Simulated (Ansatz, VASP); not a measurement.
## NaCdBr3 in VASP and in Ansatz

File POSCAR:

```
NaCdBr3
1.0
    5.6826349377      0.0000000000      0.0000000000
    0.0000000000      5.6826349377      0.0000000000
    0.0000000000      0.0000000000      5.3407981518
Na Cd Br
1 1 3
Direct
    0.0000000000      0.0000000000      0.0000000000
    0.5000000000      0.5000000000      0.5000000000
    0.5000000000      0.5000000000      0.0000000000
    0.5000000000      0.0000000000      0.5000000000
    0.0000000000      0.5000000000      0.5000000000
```

File INCAR.step1:

```
  PREC = Accurate
  ENCUT = 520
  ISMEAR = 0
  SIGMA = 0.01
  LREAL = F
  LASPH = T
  NELM = 60
  NBANDS = 28
  GGA = PE
  ALGO = Normal
  EDIFF = 1E-4
  LWAVE = T
  LCHARG = F
```

INCAR.step2

```
  PREC = Accurate
  ENCUT = 520
  EDIFF = 1E-6
  ISMEAR = 0
  SIGMA = 0.01
  LREAL = F
  LASPH = T
  NELM = 60
  ALGO = Normal
  ISIF = 2
  LWAVE = F
  LCHARG = F
  METAGGA = R2SCAN
  LMIXTAU = T
  NBANDS = 28
  ISTART = 1
```

The input KPOINTS:

```
regular mesh
0
Gamma
  6 6 6
```

Input for Ansatz:

```yaml
crystal:
  lattice:
    - [5.6826349377, 0.0, 0.0]
    - [0.0, 5.6826349377, 0.0]
    - [0.0, 0.0, 5.3407981518]
  atoms:
    - { symbol: Na, position: [0.0, 0.0, 0.0] }
    - { symbol: Cd, position: [0.5, 0.5, 0.5] }
    - { symbol: Br, position: [0.5, 0.5, 0.0] }
    - { symbol: Br, position: [0.5, 0.0, 0.5] }
    - { symbol: Br, position: [0.0, 0.5, 0.5] }
kpoints:
  mp_grid: { grid: [6, 6, 6] }
  band_path:
    path: [[0.0, 0.0, 0.0], [0.0, 0.5, 0.0], [0.5, 0.5, 0.0], [0.5, 0.5, 0.5]]
    npoints: 1
hamiltonian:
  xc: r2scan
scf:
  occupations: { method: fixed }
  n_extra_bands: 5
output:
  forces: true
  stress: true
  eigenvalues: true
  write_density: true
  write_potential: true
  elf: true
  volumetric_format: npy
```

Change from the starting cell: epitaxial_xy strain +4.0%.

Alike in both runs: task single point; functional r2SCAN; k mesh 6 × 6 × 6; no spin polarisation.

```csv
,VASP,Ansatz
version,VASP 6.6.1,Ansatz 0.2.0
potentials or method,"VASP PAW PBE potentials, release 64 (Na_pv, Cd, Br)","plane waves, PAW"
plane-wave cutoff (eV),520,500
occupations,"gaussian, width 0.01 eV",fixed
valence electrons in the cell,40,50
```

|  | VASP | Ansatz | Ansatz less VASP |
| --- | --- | --- | --- |
| gap on the k mesh at the Fermi level (eV) | 1.34 | 1.36 | +0.016 |
| pressure (GPa) | -1.2 | -1.2 | -0.10 |
| traceless stress, the component that is largest in VASP (GPa) | 1.29 | 1.25 | -0.044 |

VASP's potentials were made for PBE, not for r2SCAN. VASP's potentials hold 40 valence electrons a cell and Ansatz's 50, so a difference there can come from the potentials and not from the codes.
